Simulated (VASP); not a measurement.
# Au (I4_1/amd) in VASP: relaxation of cell and atoms with BLYP

Aim: the relaxation of cell and atoms of Au with BLYP.

All numbers are computed with VASP 6.6.1; they aren't measurements. Logs are shortened: lines on timing, memory, paths and dates and some standing lists are left out, and cuts for length are marked.

## Step 1: The cell of the first run

The structure is tetragonal, space group I4_1/amd (No. 141). The conventional cell has a = 5.072 Å, b = 5.072 Å, c = 2.769 Å, α = 90.00°, β = 90.00°, γ = 90.00°. Au (site symmetry -4m2) has 10 Au at 2.63 to 3.28 Å within 3.5 Å.

## Step 2: Relaxation of cell and atoms, BLYP

Input file INCAR:

```
SYSTEM = Au
AGGAC = 1.0
AGGAX = 1.0
ALDAC = 0.0
ALDAX = 1.0
ALGO = Normal
EDIFF = 1E-7
EDIFFG = -0.01
ENCUT = 600
GGA = B5
IBRION = 2
ISIF = 3
ISMEAR = -1
ISYM = 0
LASPH = .True.
LCHARG = .False.
LREAL = .False.
LWAVE = .False.
NELM = 100
NSW = 80
PREC = Accurate
SIGMA = 0.1
```

Input file KPOINTS:

```
k-points
0
Gamma
  13 13 9
  0 0 0
```

Input file POSCAR:

```
Au
1.0
   -2.5357611069      2.5357611069      1.3845255643
    2.5357611069     -2.5357611069      1.3845255643
    2.5357611069      2.5357611069     -1.3845255643
Au
2
Direct
    0.0000000000      0.0000000000      0.0000000000
    0.7500000000      0.2500000000      0.5000000000
```

Potentials or basis: VASP PAW PBE potentials, release 64 (Au).

Run with:

```bash
cat potpaw_PBE.64/Au/POTCAR > POTCAR
mpirun -np 1 vasp_std > vasp.out
```

OUTCAR:

```text
SYSTEM = Au
   EDIFF = 1E-7
   EDIFFG = -0.01
   ENCUT = 600
   GGA = B5
   IBRION = 2
   ISIF = 3
   ISMEAR = -1
   ISYM = 0
   LASPH = .True.
   LREAL = .False.
   NELM = 100
   NSW = 80
   PREC = Accurate

 ion  position               nearest neighbor table
   1  0.000  0.000  0.000-   2 2.63   2 2.63   2 2.63   2 2.63   2 3.28   2 3.28   2 3.28   2 3.28

   2  0.750  0.250  0.500-   1 2.63   1 2.63   1 2.63   1 2.63   1 3.28   1 3.28   1 3.28   1 3.28

IMPORTANT INFORMATION: All symmetrisations will be switched off!
NOSYMM: (Re-)initialisation of all symmetry stuff for point group C_1.

----------------------------------------------------------------------------------------

                                     Primitive cell

  volume of cell :      35.6105

  direct lattice vectors                    reciprocal lattice vectors
    -2.535761107  2.535761107  1.384525564     0.000000000  0.197179458  0.361134538
     2.535761107 -2.535761107  1.384525564     0.197179458  0.000000000  0.361134538
     2.535761107  2.535761107 -1.384525564     0.197179458  0.197179458  0.000000000

  length of vectors
     3.844096750  3.844096750  3.844096750     0.411458252  0.411458252  0.278853863

  position of ions in fractional coordinates (direct lattice)
     0.000000000  0.000000000  0.000000000
     0.750000000  0.250000000  0.500000000

  ion indices of the primitive-cell ions
   primitive index   ion index
                 1           1
                 2           2

----------------------------------------------------------------------------------------

 KPOINTS: k-points

Automatic generation of k-mesh.
 Grid dimensions read from file:
 generate k-points for:   13   13    9

 Generating k-lattice:

  Cartesian coordinates                     Fractional coordinates (reciprocal lattice)
     0.000000000  0.015167651  0.027779580     0.076923077  0.000000000  0.000000000
     0.015167651  0.000000000  0.027779580     0.000000000  0.076923077  0.000000000
     0.021908829  0.021908829  0.000000000     0.000000000  0.000000000  0.111111111

  Length of vectors
     0.031650635  0.031650635  0.030983763

  Shift w.r.t. Gamma in fractional coordinates (k-lattice)
     0.000000000  0.000000000  0.000000000

 -----------------------------------------------------------------------------
|                                                                             |
|           W    W    AA    RRRRR   N    N  II  N    N   GGGG   !!!           |
|           W    W   A  A   R    R  NN   N  II  NN   N  G    G  !!!           |
|           W    W  A    A  R    R  N N  N  II  N N  N  G       !!!           |
[... 85 lines left out ...]
   IMIX   =      4    mixing-type and parameters
     AMIX     =   0.40;   BMIX     =  1.00
     AMIX_MAG =   1.60;   BMIX_MAG =  1.00
  volume/ion in A,a.u.               =      17.81       120.16
  Fermi-wavevector in a.u.,A,eV,Ry     =   1.394301  2.634847 26.450746  1.944075
  Thomas-Fermi vector in A             =   2.517863
   LORBIT       =      0    0 simple, 1 ext, 2 COOP (PROOUT), +10 PAW based schemes
   GGA     = B5    functional components
   LHFCALC =     F    Hartree Fock is set to
   AEXX    =    0.0000 exact exchange contribution
   IVDW    =     0    specifies the selected vdW correction
   LEPSILON=     F    determine dielectric tensor
   LRPA    =     F    only Hartree local field effects (RPA)
 conjugate gradient relaxation of ions
 non-spin polarized calculation
  energy-cutoff  :      600.00
  volume of cell :       35.61
 maximum number of plane-waves:      1207
   NGX = 15   NGY = 15   NGZ = 15

--------------------------------------- Ionic step        1  -------------------------------------------

 number of electron      21.9999998 magnetization

 Free energy of the ion-electron system (eV)
  ---------------------------------------------------
  ext. energy  EPLUGINS =         0.00000000
  ---------------------------------------------------
  free energy    TOTEN  =        -4.28680980 eV

  energy without entropy =       -4.26759876  energy(sigma->0) =       -4.27720428

------------------------ aborting loop because EDIFF is reached ----------------------------------------

  FORCE on cell =-STRESS in cart. coord.  units (eV):
  Direction    XX          YY          ZZ          XY          YZ          ZX
  --------------------------------------------------------------------------------------
  -------------------------------------------------------------------------------------
  Total        7.2531103      7.2531095      3.9956949     -0.0024031     -0.0082367     -0.0082376
  in kB      326.3301654    326.3301293    179.7733272     -0.1081188     -0.3705832     -0.3706223
  external PRESSURE =     277.4778740 kB  Pullay stress =       0.0000000 kB
[... 23 lines left out ...]
--------------------------------------- Ionic step        2  -------------------------------------------

 number of electron      22.0000003 magnetization

 E-fermi :   3.9361     XC(G=0):  -9.4972

 val. band max:        3.9108225674   @ k =  -0.1538  -0.4615   0.1111
 cond. band min:       3.9429539346   @ k =  -0.2308  -0.2308   0.2222
 fundamental gap:      0.0321313672
 Fermi energy:         3.9360965762

 k-point     1 :       0.0000    0.0000    0.0000
  band No.  band energies     occupation
      1      -2.0070      2.00000
      2      -0.1118      2.00000
      3      -0.0012      2.00000
      4       0.0310      2.00000
      5       0.2026      2.00000
      6       1.8386      2.00000
      7       1.8392      2.00000
      8       1.8610      2.00000
      9       1.8616      2.00000
     10       2.2374      2.00000
     11       2.7326      1.99999
     12       7.8311      0.00000
     13       7.8325      0.00000
     14       7.8483      0.00000
[... 666 lines left out ...]
--------------------------------------- Ionic step        9  -------------------------------------------

 number of electron      21.9999996 magnetization

 Free energy of the ion-electron system (eV)
  ---------------------------------------------------
  ext. energy  EPLUGINS =         0.00000000
  ---------------------------------------------------
  free energy    TOTEN  =        -4.85000417 eV

  energy without entropy =       -4.83170344  energy(sigma->0) =       -4.84085380

 E-fermi :   6.6137     XC(G=0): -10.6901

 val. band max:        6.5678328716   @ k =   0.0769   0.3077   0.3333
 cond. band min:       6.6279569374   @ k =   0.3077   0.3846   0.3333
 fundamental gap:      0.0601240659
 Fermi energy:         6.6136589788

 k-point     1 :       0.0000    0.0000    0.0000
  band No.  band energies     occupation
      1      -1.0371      2.00000
      2       1.3232      2.00000
      3       1.3917      2.00000
      4       1.4672      2.00000
      5       1.7552      2.00000
      6       4.1972      2.00000
      7       4.1976      2.00000
      8       4.2265      2.00000
      9       4.2269      2.00000
     10       4.7956      2.00000
     11       5.5225      1.99996
     12      10.3796      0.00000
     13      10.3890      0.00000
     14      12.1914      0.00000
[... 444 lines left out ...]
  FREE ENERGIE OF THE ION-ELECTRON SYSTEM (eV)
  ---------------------------------------------------
  free  energy   TOTEN  =        -4.8500041721 eV

  energy  without entropy=       -4.8317034376  energy(sigma->0) =       -4.84085380

 reached required accuracy - stopping structural energy minimisation
```

OSZICAR:

```text
N       E                     dE             d eps       ncg     rms          rms(c)
DAV:   1     0.139095150463E+03    0.13910E+03   -0.12798E+04 23102   0.158E+03
DAV:   2    -0.298687673585E+01   -0.14208E+03   -0.13674E+03 24888   0.308E+02
DAV:   3    -0.488242365417E+01   -0.18955E+01   -0.18889E+01 27597   0.383E+01
[... 81 lines left out ...]
DAV:   2    -0.485006160209E+01    0.22431E-02   -0.67189E-03 23432   0.753E-01    0.944E-02
DAV:   3    -0.485000307918E+01    0.58523E-04   -0.21304E-04 25315   0.126E-01    0.750E-02
DAV:   4    -0.485000436434E+01   -0.12852E-05   -0.31618E-05 24132   0.428E-02    0.452E-03
DAV:   5    -0.485000408365E+01    0.28069E-06   -0.30787E-06 26778   0.158E-02    0.388E-03
DAV:   6    -0.485000417211E+01   -0.88466E-07   -0.16132E-07 17807   0.362E-03
   9 F= -.48500042E+01 E0= -.48408538E+01  d E =-.433140E-03
```

Run time: 46 min. Hardware: 1 thread of Oxide Virtual Turin-like, shared host; peak memory 0.51 GiB.

Results:

```
Free energy                           : -4.8500 eV
Relaxed volume                        : 21.43 Å³/atom
Relaxed cell                          : a = 4.153 Å, b = 4.153 Å, c = 4.151 Å, α = 96.54°, β = 96.54°, γ = 140.53°
Space group after relaxing (to 0.1 Å) : I4_1/amd (No. 141)
Energy gained by relaxing             : 281.6 meV/atom
Ionic steps                           : 9
Pressure after relaxing               : 0.0 GPa
Band gap on the k mesh                : zero (bands 11 and 12 overlap by 4.12 eV)
```

Forces on the atoms (eV/Å):
```
Au  -0.001  0.001  0.000
Au   0.001 -0.001  0.000
```

The path:
```tsv
step	energy change (eV)	largest force (eV/Å)	pressure (GPa)	volume (Å³)
1	0.0000	0.0003	27.75	35.61
2	-0.1131	0.0006	-9.88	53.90
3	-0.5441	0.0008	-1.12	43.33
4	-0.5446	0.0008	-0.75	43.13
5	-0.5447	0.0008	-0.44	42.97
6	-0.5608	0.0009	0.11	42.71
7	-0.5628	0.0015	0.50	42.59
8	-0.5631	0.0023	-0.23	42.97
9	-0.5632	0.0020	0.00	42.85
```

Final structure:
```
Au
1.0
    -2.76412    2.76475    1.40254
     2.76475   -2.76412    1.40254
     2.76273    2.76273   -1.40128
Au
2
Cartesian
  2.7647 -2.7641 1.4025
  -0.0005 2.7639 0.7019
```

Levels at points of the mesh, in eV from the Fermi level:
| k point | band 8 | band 9 | band 10 | band 11 | band 12 | band 13 | band 14 | band 15 |
| --- | --- | --- | --- | --- | --- | --- | --- | --- |
| (0.00, 0.00, 0.00) | -2.39 | -2.39 | -1.82 | -1.09 | 3.77 | 3.78 | 5.58 | 11.64 |

Caveat: the volume moved by over 15 % at a fixed basis, so the end points are rough; the PAW data sets were made with another functional, which shifts forces and pressure a little; spin-orbit coupling is left out, which moves the levels of the heavy elements.
